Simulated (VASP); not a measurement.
# Sn (Fd-3m) in VASP: further runs, part 2 of 2

VASP 6.6.1. Earlier steps stand in the parts before.

## (3) Single point, PBE

Input file INCAR:

```
SYSTEM = Sn
PREC = Accurate
ENCUT = 520
EDIFF = 1E-6
ISMEAR = -1
SIGMA = 0.1
LREAL = .False.
LASPH = .True.
NELM = 100
ALGO = Normal
ISIF = 2
LWAVE = .False.
LCHARG = .True.
GGA = PE
LELF = .True.
LVHAR = .True.
NBANDS = 21
```

Input file KPOINTS:

```
Automatic mesh
0
Gamma
  4 4 4
  0 0 0
```

Input file POSCAR:

```
Sn
1.0
    0.0000000000      3.2333400000      3.2333400000
    3.2333400000      0.0000000000      3.2333400000
    3.2333400000      3.2333400000      0.0000000000
Sn
2
Direct
    0.0000000000      0.0000000000      0.0000000000
    0.2500000000      0.2500000000      0.2500000000
```

Potentials or basis: VASP PAW PBE potentials, release 64 (Sn_d).

On the command line:

```
> cat potpaw_PBE.64/Sn_d/POTCAR > POTCAR
> mpirun -np 1 vasp_std > vasp.out
```

OUTCAR:

```text
SYSTEM = Sn
   PREC = Accurate
   ENCUT = 520
   EDIFF = 1E-6
   ISMEAR = -1
   LREAL = .False.
   LASPH = .True.
   NELM = 100
   ISIF = 2
   GGA = PE

 ion  position               nearest neighbor table
   1  0.000  0.000  0.000-   2 2.80   2 2.80   2 2.80   2 2.80
   2  0.250  0.250  0.250-   1 2.80   1 2.80   1 2.80   1 2.80

  LATTYP: Found a face centered cubic cell.
 ALAT       =     6.4666800000

  Lattice vectors:

 A1 = (   0.0000000000,   3.2333400000,   3.2333400000)
 A2 = (   3.2333400000,   0.0000000000,   3.2333400000)
 A3 = (   3.2333400000,   3.2333400000,   0.0000000000)

Analysis of symmetry for initial positions (statically):
=====================================================================
 Subroutine PRICEL returns:
 Original cell was already a primitive cell.

 Routine SETGRP: Setting up the symmetry group for a
 face centered cubic supercell.

 Subroutine GETGRP returns: Found 48 space group operations
 (whereof 24 operations were pure point group operations)
 out of a pool of 48 trial point group operations.

The static configuration has the point symmetry T_d .
 The point group associated with its full space group is O_h .

Analysis of symmetry for dynamics (positions and initial velocities):
=====================================================================
 Subroutine PRICEL returns:
 Original cell was already a primitive cell.

 Routine SETGRP: Setting up the symmetry group for a
 face centered cubic supercell.

 Subroutine GETGRP returns: Found 48 space group operations
 (whereof 24 operations were pure point group operations)
 out of a pool of 48 trial point group operations.

The dynamic configuration has the point symmetry T_d .
 The point group associated with its full space group is O_h .

 Subroutine INISYM returns: Found 48 space group operations
[... 91 lines left out ...]
   NELECT =      28.0000    total number of electrons
   NUPDOWN=      -1.0000    fix difference up-down
   EMIN   =  10.00;   EMAX   =-10.00  energy-range for DOS
   EFERMI =   0.00;   METHOD = LEGACY
   ISMEAR =    -1;   SIGMA  =   0.10  broadening in eV -4-tet -1-fermi 0-gaus
   EFERMI_NEDOS =   21; number of points for ismear=-14 and -15
   IALGO  =     38    algorithm
   IMIX   =      4    mixing-type and parameters
     AMIX     =   0.40;   BMIX     =  1.00
     AMIX_MAG =   1.60;   BMIX_MAG =  1.00
  volume/ion in A,a.u.               =      33.80       228.11
  Fermi-wavevector in a.u.,A,eV,Ry     =   1.220299  2.306030 20.260828  1.489129
  Thomas-Fermi vector in A             =   2.355521
   LORBIT       =      0    0 simple, 1 ext, 2 COOP (PROOUT), +10 PAW based schemes
   GGA     = PE    functional components
   LHFCALC =     F    Hartree Fock is set to
   AEXX    =    0.0000 exact exchange contribution
   IVDW    =     0    specifies the selected vdW correction
   LEPSILON=     F    determine dielectric tensor
   LRPA    =     F    only Hartree local field effects (RPA)
 non-spin polarized calculation
  energy-cutoff  :      520.00
  volume of cell :       67.61
 maximum number of plane-waves:      1837
 NGX is ok and might be reduce to    36
   NGX = 17   NGY = 17   NGZ = 17

 number of electron      28.0000008 magnetization

 Free energy of the ion-electron system (eV)
  ---------------------------------------------------
  ext. energy  EPLUGINS =         0.00000000
  ---------------------------------------------------
  free energy    TOTEN  =        -7.43833516 eV

  energy without entropy =       -7.42312717  energy(sigma->0) =       -7.43073117

 E-fermi :   5.7298     XC(G=0):  -8.8959

 val. band max:        5.2258905707   @ k =   0.0000   0.0000   0.0000
 cond. band min:       5.7979356194   @ k =   0.5000   0.0000   0.0000
 fundamental gap:      0.5720450487
 Fermi energy:         5.7297779394

 k-point     1 :       0.0000    0.0000    0.0000
  band No.  band energies     occupation
      1     -15.9030      2.00000
      2     -15.9030      2.00000
      3     -15.9030      2.00000
      4     -15.8427      2.00000
      5     -15.8427      2.00000
      6     -15.5243      2.00000
[... 181 lines left out ...]
     20      14.9270      0.00000
     21      16.0871      0.00000

------------------------ aborting loop because EDIFF is reached ----------------------------------------

  FORCE on cell =-STRESS in cart. coord.  units (eV):
  Direction    XX          YY          ZZ          XY          YZ          ZX
  --------------------------------------------------------------------------------------
  -------------------------------------------------------------------------------------
  Total        1.8530751      1.8530751      1.8530751     -0.0000000     -0.0000000      0.0000000
  in kB       43.9156675     43.9156675     43.9156675     -0.0000000     -0.0000000      0.0000000
  external PRESSURE =      43.9156675 kB  Pullay stress =       0.0000000 kB

 VOLUME and BASIS-vectors are now :
 -----------------------------------------------------------------------------
  energy-cutoff  :      520.00
  volume of cell :       67.61
      direct lattice vectors                 reciprocal lattice vectors
     0.000000000  3.233340000  3.233340000    -0.154638856  0.154638856  0.154638856
     3.233340000  0.000000000  3.233340000     0.154638856 -0.154638856  0.154638856
     3.233340000  3.233340000  0.000000000     0.154638856  0.154638856 -0.154638856

 POSITION                                       TOTAL-FORCE (eV/Angst)
 -----------------------------------------------------------------------------------
      0.00000      0.00000      0.00000        -0.000000     -0.000000     -0.000000
      1.61667      1.61667      1.61667         0.000000      0.000000      0.000000
 -----------------------------------------------------------------------------------
    total drift:                                0.000000      0.000000      0.000000

  FREE ENERGIE OF THE ION-ELECTRON SYSTEM (eV)
  ---------------------------------------------------
  free  energy   TOTEN  =        -7.4383351624 eV

  energy  without entropy=       -7.4231271729  energy(sigma->0) =       -7.43073117
```

OSZICAR:

```text
N       E                     dE             d eps       ncg     rms          rms(c)
DAV:   1     0.224800825271E+03    0.22480E+03   -0.14710E+04   336   0.192E+03
DAV:   2     0.169265439110E+02   -0.20787E+03   -0.20352E+03   341   0.438E+02
DAV:   3    -0.669270314396E+01   -0.23619E+02   -0.23478E+02   381   0.140E+02
DAV:   4    -0.747554849774E+01   -0.78285E+00   -0.78251E+00   386   0.285E+01
DAV:   5    -0.750733667356E+01   -0.31788E-01   -0.31788E-01   506   0.528E+00    0.331E+00
DAV:   6    -0.745770851672E+01    0.49628E-01   -0.26842E-02   445   0.199E+00    0.196E+00
DAV:   7    -0.743537448088E+01    0.22334E-01   -0.51808E-02   374   0.221E+00    0.168E-01
DAV:   8    -0.743783944296E+01   -0.24650E-02   -0.62120E-03   386   0.825E-01    0.522E-02
DAV:   9    -0.743831323087E+01   -0.47379E-03   -0.56418E-04   386   0.163E-01    0.137E-02
DAV:  10    -0.743833035034E+01   -0.17119E-04   -0.34539E-05   436   0.493E-02    0.610E-03
DAV:  11    -0.743833520721E+01   -0.48569E-05   -0.84908E-06   297   0.224E-02    0.138E-03
DAV:  12    -0.743833516245E+01    0.44766E-07   -0.39510E-07   279   0.777E-03
   1 F= -.74383352E+01 E0= -.74307312E+01  d E =-.152080E-01
```

stdout:

```text
POSCAR found type information on POSCAR Sn
 POSCAR found :  1 types and       2 ions
 scaLAPACK will be used
 LDA part: xc-table for (Slater+PW92), standard interpolation
 POSCAR, INCAR and KPOINTS ok, starting setup
 FFT: planning ... GRIDC
 FFT: planning ... GRID_SOFT
 FFT: planning ... GRID
 WAVECAR not read
 entering main loop
```

Run time: 22 s. Hardware: 1 thread of Intel Xeon 8259CL, shared host; peak memory 0.2 GiB.

What came out:

| Quantity | Value |
| --- | --- |
| Free energy | -7.4383 eV |
| Pressure | 4.4 GPa |
| Band gap on the k mesh | zero (band 14 reaches 5.87 eV, above the bottom of band 15 at 5.80 eV) |

Levels at points of the mesh, in eV from the Fermi level:
| k point | band 11 | band 12 | band 13 | band 14 | band 15 | band 16 | band 17 | band 18 |
| --- | --- | --- | --- | --- | --- | --- | --- | --- |
| (0.00, 0.00, 0.00) | -10.62 | -0.50 | 0.14 | 0.14 | 0.14 | 2.21 | 2.21 | 2.21 |
| (0.50, 0.00, 0.00) | -8.98 | -6.28 | -1.08 | -1.08 | 0.07 | 3.28 | 3.28 | 5.70 |
| (0.50, 0.50, 0.00) | -7.49 | -7.49 | -2.45 | -2.45 | 0.86 | 0.86 | 7.84 | 7.84 |

Caveat: the k points lie up to 0.42 Å⁻¹ apart; spin-orbit coupling is left out, which moves the levels of the heavy elements.
